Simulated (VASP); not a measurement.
# Cu (I4/mmm) in VASP: a series of runs

Aim: see how the results for Cu move with the level of theory and the settings. Levels: PBE0, PBE, LDA. Tasks: single point.

Everything below comes from runs of VASP 6.6.1. Logs are shortened: lines on timing, memory, paths and dates and some standing lists are left out, and cuts for length are marked.

### Step 1. The cell of the first run

Symmetry: I4/mmm, No. 139, tetragonal system. The conventional cell has a = 2.886 Å, b = 2.886 Å, c = 2.752 Å, α = 90.00°, β = 90.00°, γ = 90.00°. Cu (site symmetry 4/mmm) has 14 Cu at 2.46 to 2.89 Å within 3.2 Å.

### Step 2. Single point, PBE0

The input, POSCAR:

```
Cu
1.0
   -1.4427933200      1.4427933200      1.3760814500
    1.4427933200     -1.4427933200      1.3760814500
    1.4427933200      1.4427933200     -1.3760814500
Cu
1
Direct
    0.0000000000      0.0000000000      0.0000000000
```

The input, INCAR.step1:

```
SYSTEM = Cu
PREC     = Accurate       ! precision mode
ENCUT    = 520            ! plane-wave cutoff, eV
EDIFF    = 1E-5           ! SCF threshold, eV
ISMEAR   = -1             ! smearing method
SIGMA    = 0.05           ! smearing width, eV
LREAL    = .False.        ! projectors in reciprocal space
LASPH    = .True.         ! aspherical terms in the spheres
NELM     = 100            ! most SCF steps
ALGO     = Normal         ! electronic algorithm
ISIF     = 2              ! what is computed and relaxed
LWAVE    = .True.         ! write WAVECAR
LCHARG   = .False.        ! write CHGCAR
NBANDS   = 12             ! bands
GGA      = PE             ! functional
```

The input, INCAR.step2:

```
SYSTEM = Cu
PREC     = Accurate       ! precision mode
ENCUT    = 520            ! plane-wave cutoff, eV
EDIFF    = 1E-7           ! SCF threshold, eV
ISMEAR   = -1             ! smearing method
SIGMA    = 0.05           ! smearing width, eV
LREAL    = .False.        ! projectors in reciprocal space
LASPH    = .True.         ! aspherical terms in the spheres
NELM     = 100            ! most SCF steps
ALGO     = Normal         ! electronic algorithm
ISIF     = 2              ! what is computed and relaxed
LWAVE    = .False.        ! write WAVECAR
LCHARG   = .False.        ! write CHGCAR
GGA      = PE             ! functional
LHFCALC  = .True.         ! exact exchange
AEXX     = 0.25           ! exact-exchange fraction
PRECFOCK = Normal       
NBANDS   = 12             ! bands
ISTART   = 1
```

The input, KPOINTS:

```
Automatic mesh
0
Gamma
  6 6 6
  0 0 0
```

Potentials or basis: VASP PAW PBE potentials, release 64 (Cu).

Launch:

```bash
> cat potpaw_PBE.64/Cu/POTCAR > POTCAR
> cp INCAR.step1 INCAR
> mpirun -np 1 vasp_std > vasp.out
> cp INCAR.step2 INCAR
> mpirun -np 1 vasp_std > vasp.out
```

OUTCAR:

```text
SYSTEM = Cu
   PREC = Accurate
   ENCUT = 520
   EDIFF = 1E-7
   ISMEAR = -1
   LREAL = .False.
   LASPH = .True.
   NELM = 100
   ISIF = 2
   GGA = PE
   LHFCALC = .True.
   AEXX = 0.25
   PRECFOCK = Normal
   ISTART = 1

 ion  position               nearest neighbor table
   1  0.000  0.000  0.000-

  LATTYP: Found a body centered tetragonal cell.
 ALAT       =     2.8855866400
 C/A-ratio  =     0.9537620052

  Lattice vectors:

 A1 = (  -1.4427933200,   1.4427933200,   1.3760814500)
 A2 = (   1.4427933200,  -1.4427933200,   1.3760814500)
 A3 = (   1.4427933200,   1.4427933200,  -1.3760814500)

Analysis of symmetry for initial positions (statically):
=====================================================================
 Subroutine PRICEL returns:
 Original cell was already a primitive cell.

 Routine SETGRP: Setting up the symmetry group for a
 body centered tetragonal supercell.

 Subroutine GETGRP returns: Found 16 space group operations
 (whereof 16 operations were pure point group operations)
 out of a pool of 16 trial point group operations.

The static configuration has the point symmetry D_4h.

Analysis of symmetry for dynamics (positions and initial velocities):
=====================================================================
 Subroutine PRICEL returns:
 Original cell was already a primitive cell.

 Routine SETGRP: Setting up the symmetry group for a
 body centered tetragonal supercell.

 Subroutine GETGRP returns: Found 16 space group operations
 (whereof 16 operations were pure point group operations)
 out of a pool of 16 trial point group operations.

The dynamic configuration has the point symmetry D_4h.

 Subroutine INISYM returns: Found 16 space group operations
 (whereof 16 operations are pure point group operations),
 and found     1 'primitive' translations

----------------------------------------------------------------------------------------

                                     Primitive cell

  volume of cell :      11.4581

  direct lattice vectors                    reciprocal lattice vectors
    -1.442793320  1.442793320  1.376081450     0.000000000  0.346549983  0.363350585
     1.442793320 -1.442793320  1.376081450     0.346549983  0.000000000  0.363350585
     1.442793320  1.442793320 -1.376081450     0.346549983  0.346549983  0.000000000
[... 94 lines left out ...]
   NUPDOWN=      -1.0000    fix difference up-down
   EMIN   =  10.00;   EMAX   =-10.00  energy-range for DOS
   EFERMI =   0.00;   METHOD = LEGACY
   ISMEAR =    -1;   SIGMA  =   0.05  broadening in eV -4-tet -1-fermi 0-gaus
   EFERMI_NEDOS =   21; number of points for ismear=-14 and -15
   IALGO  =     38    algorithm
   IMIX   =      1    mixing-type and parameters
     AMIX     =   0.40;   BMIX     =  1.00
     AMIX_MAG =   1.60;   BMIX_MAG =  1.00
  volume/ion in A,a.u.               =      11.46        77.32
  Fermi-wavevector in a.u.,A,eV,Ry     =   1.614984  3.051878 35.486359  2.608174
  Thomas-Fermi vector in A             =   2.709805
   LORBIT       =      0    0 simple, 1 ext, 2 COOP (PROOUT), +10 PAW based schemes
   GGA     = PE    functional components
   LHFCALC =     T    Hartree Fock is set to
   PRECFOCK=normal    Normal, Fast or Accurate (Low or Medium for compatibility)
   ENCUT4O =  -1.0   cutoff for four orbital integrals eV
   NKREDX  =     1    reduce k-point grid by
   NKREDY  =     1    reduce k-point grid by
   NKREDZ  =     1    reduce k-point grid by
   AEXX    =    0.2500 exact exchange contribution
   HFSCREEN=    0.0000 screening length (either q_TF or 0.3 A-1)
   HFSCREENC=   0.0000 screening length for correlation (either q_TF or 0.3 A-1)
   ENCUTFOCK=  -1.0 apply spherical cutoff to Coloumb kernel
   IVDW    =     0    specifies the selected vdW correction
   LEPSILON=     F    determine dielectric tensor
   LRPA    =     F    only Hartree local field effects (RPA)
 non-spin polarized calculation
  energy-cutoff  :      520.00
  volume of cell :       11.46
 maximum number of plane-waves:       321
  NGX = 14; NGY = 14; NGZ = 14

 number of electron      10.9999998 magnetization

 Free energy of the ion-electron system (eV)
  ---------------------------------------------------
  ext. energy  EPLUGINS =         0.00000000
  ---------------------------------------------------
  free energy    TOTEN  =        -3.74486498 eV

  energy without entropy =       -3.74311306  energy(sigma->0) =       -3.74398902

 E-fermi :   7.3932     XC(G=0): -10.0523

 val. band max:        7.2573468153   @ k =   0.5000   0.3333   0.0000
 cond. band min:       8.0853939955   @ k =   0.5000   0.1667   0.0000
 fundamental gap:      0.8280471801
 Fermi energy:         7.3931689985

 k-point     1 :       0.0000    0.0000    0.0000
  band No.  band energies     occupation
      1      -3.3175      2.00000
      2       2.5098      2.00000
      3       2.6965      2.00000
      4       2.6965      2.00000
      5       3.5790      2.00000
      6       3.7857      2.00000
      7      34.2463      0.00000
      8      34.2463      0.00000
      9      35.4923      0.00000
     10      38.5531      0.00000
     11      39.0430      0.00000
     12      39.0430      0.00000
[... 331 lines left out ...]
 k-point    24 :      -0.1667   -0.3333    0.1667
  band No.  band energies     occupation
      1       1.0686      2.00000
      2       2.4268      2.00000
      3       2.4487      2.00000
      4       3.3311      2.00000
      5       4.0456      2.00000
      6       5.7970      2.00000
      7      19.7568      0.00000
      8      24.6658      0.00000
      9      26.2607      0.00000
     10      31.3994      0.00000
     11      36.9325      0.00000
     12      39.0815      0.00000

 [... further k-points ...]

------------------------ aborting loop because EDIFF is reached ----------------------------------------

  FORCE on cell =-STRESS in cart. coord.  units (eV):
  Direction    XX          YY          ZZ          XY          YZ          ZX
  --------------------------------------------------------------------------------------
  -------------------------------------------------------------------------------------
  Total        0.6128553      0.6128553      0.3494778      0.0000000     -0.0000000      0.0000000
  in kB       85.6951320     85.6951320     48.8672407      0.0000000     -0.0000000      0.0000000
  external PRESSURE =      73.4191682 kB  Pullay stress =       0.0000000 kB

 VOLUME and BASIS-vectors are now :
 -----------------------------------------------------------------------------
  energy-cutoff  :      520.00
  volume of cell :       11.46
      direct lattice vectors                 reciprocal lattice vectors
    -1.442793320  1.442793320  1.376081450     0.000000000  0.346549983  0.363350585
     1.442793320 -1.442793320  1.376081450     0.346549983  0.000000000  0.363350585
     1.442793320  1.442793320 -1.376081450     0.346549983  0.346549983  0.000000000

 POSITION                                       TOTAL-FORCE (eV/Angst)
 -----------------------------------------------------------------------------------
      0.00000      0.00000      0.00000        -0.000000     -0.000000     -0.000000
 -----------------------------------------------------------------------------------
    total drift:                                0.000000     -0.000000      0.000000

  FREE ENERGIE OF THE ION-ELECTRON SYSTEM (eV)
  ---------------------------------------------------
  free  energy   TOTEN  =        -3.7448649813 eV

  energy  without entropy=       -3.7431130555  energy(sigma->0) =       -3.74398902
```

OUTCAR.step1:

```text
SYSTEM = Cu
   PREC = Accurate
   ENCUT = 520
   EDIFF = 1E-5
   ISMEAR = -1
   LREAL = .False.
[... 578 lines left out ...]
 -----------------------------------------------------------------------------------
      0.00000      0.00000      0.00000        -0.000000     -0.000000      0.000000
 -----------------------------------------------------------------------------------
    total drift:                                0.000000      0.000000      0.000000

  FREE ENERGIE OF THE ION-ELECTRON SYSTEM (eV)
  ---------------------------------------------------
  free  energy   TOTEN  =        -3.6119152241 eV

  energy  without entropy=       -3.6008235533  energy(sigma->0) =       -3.60636939
```

OSZICAR.step1:

```text
N       E                     dE             d eps       ncg     rms          rms(c)
DAV:   1     0.409858399113E+02    0.40986E+02   -0.54015E+03   816   0.152E+03
DAV:   2    -0.330673891190E+01   -0.44293E+02   -0.40274E+02   752   0.196E+02
DAV:   3    -0.453361925486E+01   -0.12269E+01   -0.12205E+01   840   0.396E+01
DAV:   4    -0.453986856996E+01   -0.62493E-02   -0.62484E-02   836   0.252E+00
DAV:   5    -0.453992781059E+01   -0.59241E-04   -0.59240E-04   824   0.250E-01    0.769E+00
DAV:   6    -0.395149746094E+01    0.58843E+00   -0.13435E+01   816   0.706E+01    0.366E+00
DAV:   7    -0.362694317791E+01    0.32455E+00   -0.20975E+00   844   0.274E+01    0.679E-01
DAV:   8    -0.361265927536E+01    0.14284E-01   -0.71361E-03   976   0.797E-01    0.201E-01
DAV:   9    -0.361190939807E+01    0.74988E-03   -0.44075E-03   920   0.113E+00    0.274E-02
DAV:  10    -0.361191522410E+01   -0.58260E-05   -0.28555E-05   740   0.828E-02
   1 F= -.36119152E+01 E0= -.36063694E+01  d E =-.110917E-01
```

It took 5 min on 1 thread of Intel Xeon 6975P-C (Granite Rapids), shared host; peak memory 0.12 GiB.

What came out:

| Item | Value |
| --- | --- |
| Free energy | -3.7449 eV |
| Pressure | 7.3 GPa |

Stress tensor (GPa, compression positive):
```
8.57 0.00 0.00
0.00 8.57 0.00
0.00 0.00 4.89
```

Caveat: the k points lie up to 0.53 Å⁻¹ apart; the PAW data sets were made with another functional, which shifts forces and pressure a little.

[end of part 1 of 2]
